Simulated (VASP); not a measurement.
# TaN (P6_3mc) in VASP: further runs

The runs below take TaN through single point, with PBEsol.

All numbers are computed with VASP 6.6.1; they aren't measurements. Logs are shortened: lines on timing, memory, paths and dates and some standing lists are left out, and cuts for length are marked.

### Step 1. The cell of the first run

Symmetry: P6_3mc, No. 186, hexagonal system. The conventional cell has a = 3.136 Å, b = 3.136 Å, c = 4.673 Å, α = 90.00°, β = 90.00°, γ = 120.00°. Ta (site symmetry 3m) has 4 N at 1.80 to 1.89 Å within 2.4 Å. N (site symmetry 3m) has 4 Ta at 1.80 to 1.89 Å within 2.4 Å.

### Step 2. Single point, PBEsol

INCAR reads:

```
  ALGO = Normal
  EDIFF = 1E-6
  ENCUT = 520
  GGA = PS
  ISIF = 2
  ISMEAR = 0
  LASPH = True
  LCHARG = False
  LREAL = False
  LWAVE = False
  NBANDS = 24
  NELM = 60
  PREC = Accurate
  SIGMA = 0.15
```

KPOINTS reads:

```
k-points
0
Gamma
  18 18 12
```

POSCAR reads:

```
TaN
1.0
    3.1359614755      0.0000000000      0.0000000000
   -1.5679807378      2.7158223031      0.0000000000
    0.0000000000      0.0000000000      4.6728893829
Ta N
2 2
Direct
    0.3333333333      0.6666666667      0.0000000000
    0.6666666667      0.3333333333      0.5000000000
    0.3333333333      0.6666666667      0.3850000000
    0.6666666667      0.3333333333      0.8850000000
```

Potentials or basis: VASP PAW PBE potentials, release 64 (Ta_pv, N).

The run is started by

```bash
> cat potpaw_PBE.64/Ta_pv/POTCAR potpaw_PBE.64/N/POTCAR > POTCAR
> mpirun -np 1 vasp_std > vasp.out
```

OUTCAR:

```text
EDIFF = 1E-6
   ENCUT = 520
   GGA = PS
   ISIF = 2
   ISMEAR = 0
   LASPH = True
   LREAL = False
   NELM = 60
   PREC = Accurate

 ion  position               nearest neighbor table
   1  0.333  0.667  0.000-   3 1.80   4 1.89   4 1.89   4 1.89   2 2.96   2 2.96   2 2.96   2 2.96
                             2 2.96   2 2.96
   2  0.667  0.333  0.500-   4 1.80   3 1.89   3 1.89   3 1.89   1 2.96   1 2.96   1 2.96   1 2.96
                             1 2.96   1 2.96
   3  0.333  0.667  0.385-   1 1.80   2 1.89   2 1.89   2 1.89
   4  0.667  0.333  0.885-   2 1.80   1 1.89   1 1.89   1 1.89

  LATTYP: Found a hexagonal cell.
 ALAT       =     3.1359614755
 C/A-ratio  =     1.4900978279

  Lattice vectors:

 A1 = (   3.1359614755,   0.0000000000,   0.0000000000)
 A2 = (  -1.5679807378,   2.7158223031,   0.0000000000)
 A3 = (   0.0000000000,   0.0000000000,   4.6728893829)

Analysis of symmetry for initial positions (statically):
=====================================================================
 Subroutine PRICEL returns:
 Original cell was already a primitive cell.

 Routine SETGRP: Setting up the symmetry group for a
 hexagonal supercell.

 Subroutine GETGRP returns: Found 12 space group operations
 (whereof  6 operations were pure point group operations)
 out of a pool of 24 trial point group operations.

The static configuration has the point symmetry C_3v.
 The point group associated with its full space group is C_6v.

Analysis of symmetry for dynamics (positions and initial velocities):
=====================================================================
 Subroutine PRICEL returns:
 Original cell was already a primitive cell.

 Routine SETGRP: Setting up the symmetry group for a
 hexagonal supercell.

 Subroutine GETGRP returns: Found 12 space group operations
 (whereof  6 operations were pure point group operations)
 out of a pool of 24 trial point group operations.

The dynamic configuration has the point symmetry C_3v.
 The point group associated with its full space group is C_6v.

 Subroutine INISYM returns: Found 12 space group operations
 (whereof  6 operations are pure point group operations),
 and found     1 'primitive' translations

----------------------------------------------------------------------------------------

                                     Primitive cell

  volume of cell :      39.7977

  direct lattice vectors                    reciprocal lattice vectors
     3.135961475  0.000000000  0.000000000     0.318881468  0.184106302  0.000000000
    -1.567980738  2.715822303  0.000000000     0.000000000  0.368212603  0.000000000
     0.000000000  0.000000000  4.672889383     0.000000000  0.000000000  0.214000358

  length of vectors
     3.135961475  3.135961476  4.672889383     0.368212603  0.368212603  0.214000358

  position of ions in fractional coordinates (direct lattice)
     0.333333333  0.666666667  0.000000000
     0.666666667  0.333333333  0.500000000
     0.333333333  0.666666667  0.385000000
     0.666666667  0.333333333  0.885000000

  ion indices of the primitive-cell ions
   primitive index   ion index
                 1           1
                 2           2
                 3           3
                 4           4

----------------------------------------------------------------------------------------

 KPOINTS: k-points

Automatic generation of k-mesh.
 Grid dimensions read from file:
 generate k-points for:   18   18   12

 Generating k-lattice:

  Cartesian coordinates                     Fractional coordinates (reciprocal lattice)
     0.017715637  0.010228128  0.000000000     0.055555556  0.000000000  0.000000000
     0.000000000  0.020456256  0.000000000     0.000000000  0.055555556  0.000000000
     0.000000000  0.000000000  0.017833363     0.000000000  0.000000000  0.083333333

  Length of vectors
     0.020456256  0.020456256  0.017833363

  Shift w.r.t. Gamma in fractional coordinates (k-lattice)
     0.000000000  0.000000000  0.000000000

 Subroutine IBZKPT returns following result:
 ===========================================

 Found    259 irreducible k-points:

 Following reciprocal coordinates:
            Coordinates               Weight
  0.000000  0.000000  0.000000      1.000000
  0.055556 -0.000000  0.000000      6.000000
  0.111111 -0.000000  0.000000      6.000000
  0.166667 -0.000000  0.000000      6.000000
  0.222222 -0.000000  0.000000      6.000000
  0.277778 -0.000000  0.000000      6.000000
[... 16 lines left out ...]
  0.333333  0.111111  0.000000     12.000000
  0.388889  0.111111  0.000000     12.000000
 [... further k-points ...]
   k-points           NKPTS =    259   k-points in BZ     NKDIM =    259   number of bands    NBANDS=     24
   number of dos      NEDOS =    301   number of ions     NIONS =      4
   total plane-waves  NPLWV =  20736
   dimension x,y,z NGX =    24 NGY =   24 NGZ =   36
   dimension x,y,z NGXF=    48 NGYF=   48 NGZF=   72
   ions per type =               2   2
   NGX,Y,Z   is equivalent  to a cutoff of  12.72, 12.72, 12.81 a.u.
   NGXF,Y,Z  is equivalent  to a cutoff of  25.45, 25.45, 25.62 a.u.
 SYSTEM =  unknown system
   PREC   = accura    normal or accurate (medium, high low for compatibility)
   ISTART =      0    job   : 0-new  1-cont  2-samecut
   ICHARG =      2    charge: 1-file 2-atom 10-const
   ISPIN  =      1    spin polarized calculation?
   LNONCOLLINEAR =      F non collinear calculations
   LSORBIT =      F    spin-orbit coupling
   LASPH  =      T    aspherical Exc in radial PAW
   ENCUT  =  520.0 eV  38.22 Ry    6.18 a.u.   5.83  5.83  8.69*2*pi/ulx,y,z
   NELM   =     60;   NELMIN=  2; NELMDL= -5     # of ELM steps
   EDIFF  = 0.1E-05   stopping-criterion for ELM
   LREAL  =      F    real-space projection
   EDIFFG = 0.1E-04   stopping-criterion for IOM
   NSW    =      0    number of steps for IOM
   IBRION =     -1    ionic relax: 0-MD 1-quasi-New 2-CG
   NFREE  =      0    steps in history (QN), initial steepest desc. (CG)
   ISIF   =      2    stress and relaxation
   ISYM   =      2    0-nonsym 1-usesym 2-fastsym
   POTIM  = 0.5000    time-step for ionic-motion
   TEBEG  =    0.0;   TEEND  =   0.0 temperature during run
   PSTRESS=    0.0 pullay stress
   NELECT =      32.0000    total number of electrons
   NUPDOWN=      -1.0000    fix difference up-down
   EMIN   =  10.00;   EMAX   =-10.00  energy-range for DOS
   EFERMI =   0.00;   METHOD = LEGACY
   ISMEAR =     0;   SIGMA  =   0.15  broadening in eV -4-tet -1-fermi 0-gaus
   EFERMI_NEDOS =   21; number of points for ismear=-14 and -15
   IALGO  =     38    algorithm
   IMIX   =      4    mixing-type and parameters
     AMIX     =   0.40;   BMIX     =  1.00
     AMIX_MAG =   1.60;   BMIX_MAG =  1.00
  volume/ion in A,a.u.               =       9.95        67.14
  Fermi-wavevector in a.u.,A,eV,Ry     =   1.522319  2.876766 31.530886  2.317455
  Thomas-Fermi vector in A             =   2.630914
   LORBIT       =      0    0 simple, 1 ext, 2 COOP (PROOUT), +10 PAW based schemes
   GGA     = PS    functional components
   LHFCALC =     F    Hartree Fock is set to
   AEXX    =    0.0000 exact exchange contribution
   IVDW    =     0    specifies the selected vdW correction
   LEPSILON=     F    determine dielectric tensor
   LRPA    =     F    only Hartree local field effects (RPA)
 non-spin polarized calculation
 Gauss-broadening in eV      SIGMA  =   0.15
  energy-cutoff  :      520.00
  volume of cell :       39.80
 maximum number of plane-waves:      1086
 NGX is ok and might be reduce to    24

 number of electron      31.9999997 magnetization

 Free energy of the ion-electron system (eV)
  ---------------------------------------------------
  ext. energy  EPLUGINS =         0.00000000
  ---------------------------------------------------
  free energy    TOTEN  =       -40.85193483 eV

  energy without entropy =      -40.83436561  energy(sigma->0) =      -40.84315022

 E-fermi :   9.6093     XC(G=0): -13.6926

 val. band max:        9.6075127837   @ k =   0.2222   0.1667   0.0000
 cond. band min:       9.6133241499   @ k =   0.3333   0.1111   0.3333
 fundamental gap:      0.0058113663
 Fermi energy:         9.6093074351

 k-point     1 :       0.0000    0.0000    0.0000
  band No.  band energies     occupation
      1     -26.7467      2.00000
      2     -25.4174      2.00000
      3     -25.4174      2.00000
      4     -25.1707      2.00000
      5     -25.1307      2.00000
      6     -25.1307      2.00000
[... 16 lines left out ...]
     23      16.4486      0.00000
     24      16.4486      0.00000

 k-point     2 :       0.0556   -0.0000    0.0000
  band No.  band energies     occupation
      1     -26.7352      2.00000
      2     -25.4421      2.00000
      3     -25.4260      2.00000
      4     -25.1851      2.00000
      5     -25.1544      2.00000
      6     -25.1337      2.00000
[... 16 lines left out ...]
     23      16.4080      0.00000
     24      16.5143      0.00000

 k-point     3 :       0.1111   -0.0000    0.0000
  band No.  band energies     occupation
      1     -26.7013      2.00000
      2     -25.5129      2.00000
      3     -25.4502      2.00000
      4     -25.2573      2.00000
      5     -25.1912      2.00000
      6     -25.1427      2.00000
[... 16 lines left out ...]
     23      16.2900      0.00000
     24      16.8599      0.00000
[... 514 lines left out ...]
 k-point    23 :       0.3333    0.1111    0.0000
  band No.  band energies     occupation
      1     -26.3433      2.00000
      2     -26.0397      2.00000
      3     -25.9275      2.00000
      4     -25.6920      2.00000
      5     -25.5126      2.00000
      6     -25.2847      2.00000
[... 16 lines left out ...]
     23      16.5741      0.00000
     24      16.9524      0.00000

 k-point    24 :       0.3889    0.1111    0.0000
  band No.  band energies     occupation
      1     -26.3259      2.00000
      2     -26.0504      2.00000
      3     -25.9800      2.00000
      4     -25.7180      2.00000
      5     -25.5746      2.00000
      6     -25.2986      2.00000
[... 16 lines left out ...]
     23      16.3906      0.00000
     24      16.8907      0.00000

 [... further k-points ...]

------------------------ aborting loop because EDIFF is reached ----------------------------------------

  FORCE on cell =-STRESS in cart. coord.  units (eV):
  Direction    XX          YY          ZZ          XY          YZ          ZX
  --------------------------------------------------------------------------------------
  -------------------------------------------------------------------------------------
  Total       29.6330048     29.6330048     35.8410237     -0.0000000      0.0000000      0.0000000
  in kB     1192.9677511   1192.9677511   1442.8906450     -0.0000000      0.0000000      0.0000000
  external PRESSURE =    1276.2753824 kB  Pullay stress =       0.0000000 kB

 VOLUME and BASIS-vectors are now :
 -----------------------------------------------------------------------------
  energy-cutoff  :      520.00
  volume of cell :       39.80
      direct lattice vectors                 reciprocal lattice vectors
     3.135961475  0.000000000  0.000000000     0.318881468  0.184106302  0.000000000
    -1.567980738  2.715822303  0.000000000     0.000000000  0.368212603  0.000000000
     0.000000000  0.000000000  4.672889383     0.000000000  0.000000000  0.214000358

 POSITION                                       TOTAL-FORCE (eV/Angst)
 -----------------------------------------------------------------------------------
     -0.00000      1.81055      0.00000        -0.000000      0.000000     -2.479857
      1.56798      0.90527      2.33644         0.000000     -0.000000     -2.479857
     -0.00000      1.81055      1.79906        -0.000000     -0.000000      2.479857
      1.56798      0.90527      4.13551         0.000000      0.000000      2.479857
 -----------------------------------------------------------------------------------
    total drift:                               -0.000000     -0.000000      0.000947

  FREE ENERGIE OF THE ION-ELECTRON SYSTEM (eV)
  ---------------------------------------------------
  free  energy   TOTEN  =       -40.8519348306 eV

  energy  without entropy=      -40.8343656060  energy(sigma->0) =      -40.84315022
```

It took 2.9 min on 1 thread of AMD EPYC 7R43 (Zen 3), shared host; peak memory 0.28 GiB.

What came out:

| Property | Result |
| --- | --- |
| Free energy | -40.8519 eV |
| Pressure | 127.6 GPa |
| Largest force | 2.480 eV/Å |
| Band gap on the k mesh | zero (bands 16 and 17 overlap by 2.77 eV) |

Forces on the atoms (eV/Å):
```
Ta   0.000  0.000 -2.480
Ta   0.000  0.000 -2.480
N    0.000  0.000  2.480
N    0.000  0.000  2.480
```

Stress tensor (GPa, compression positive):
```
119.30   0.00   0.00
  0.00 119.30   0.00
  0.00   0.00 144.29
```

Caveat: the cell stands under pressure; the PAW data sets were made with another functional, which shifts forces and pressure a little; spin-orbit coupling is left out, which moves the levels of the heavy elements.

### Step 3. Single point, PBEsol

This run uses another cell than the first one, of the same volume but with other edges.

INCAR reads:

```
SYSTEM = TaN
PREC = Accurate
ENCUT = 520
EDIFF = 1E-7
ISMEAR = 0
SIGMA = 0.15
LREAL = .FALSE.
LASPH = .TRUE.
NELM = 80
ALGO = Normal
ISIF = 2
LWAVE = .FALSE.
LCHARG = .FALSE.
GGA = PS
NBANDS = 24
```

KPOINTS reads:

```
regular mesh
0
G
  18 18 12
  0 0 0
```

POSCAR reads:

```
TaN
1.0
    2.9546254402      0.0000000000      0.0000000000
   -1.4773127201      2.5587806899      0.0000000000
    0.0000000000      0.0000000000      5.2640750496
Ta N
2 2
Direct
    0.3333333333      0.6666666667      0.0000000000
    0.6666666667      0.3333333333      0.5000000000
    0.3333333333      0.6666666667      0.3850000000
    0.6666666667      0.3333333333      0.8850000000
```

Potentials or basis: VASP PAW PBE potentials, release 64 (Ta_pv, N).

The run is started by

```bash
> cat potpaw_PBE.64/Ta_pv/POTCAR potpaw_PBE.64/N/POTCAR > POTCAR
> mpirun -np 1 vasp_std > vasp.out
```

It took 3.6 min on 1 thread of AMD EPYC 7R43 (Zen 3), shared host; peak memory 0.29 GiB.

The run converged. Its results:

```yaml
Free_energy: -40.0247 eV
Pressure: 139.1 GPa
Largest_force: 6.700 eV/Å
Band_gap_on_the_k_mesh: zero (bands 16 and 17 overlap by 3.00 eV)
```

Forces on the atoms (eV/Å):
```
Ta   0.000  0.000  6.700
Ta   0.000  0.000  6.700
N    0.000  0.000 -6.700
N    0.000  0.000 -6.700
```

Stress tensor (GPa, compression positive):
```
164.45   0.00   0.00
  0.00 164.45   0.00
  0.00   0.00  88.30
```

Levels at points of the mesh, in eV from the Fermi level:
| k point | band 12 | band 13 | band 14 | band 15 | band 16 | band 17 | band 18 | band 19 | band 20 | band 21 |
| --- | --- | --- | --- | --- | --- | --- | --- | --- | --- | --- |
| (0.00, 0.00, 0.00) | -8.15 | -8.02 | -8.02 | -0.27 | -0.14 | -0.14 | 2.73 | 2.73 | 2.84 | 4.85 |
| (0.50, 0.00, 0.00) | -6.51 | -5.86 | -5.21 | -2.17 | -1.21 | 0.89 | 2.03 | 2.22 | 3.91 | 4.58 |
| (0.00, 0.00, 0.50) | -8.42 | -8.42 | -8.42 | 1.35 | 1.35 | 1.35 | 1.35 | 2.04 | 2.04 | 6.06 |
| (0.50, 0.00, 0.50) | -6.29 | -6.15 | -6.15 | -0.74 | -0.74 | 2.34 | 2.34 | 2.79 | 2.79 | 4.30 |

Caveat: the cell stands under pressure; the PAW data sets were made with another functional, which shifts forces and pressure a little; spin-orbit coupling is left out, which moves the levels of the heavy elements.
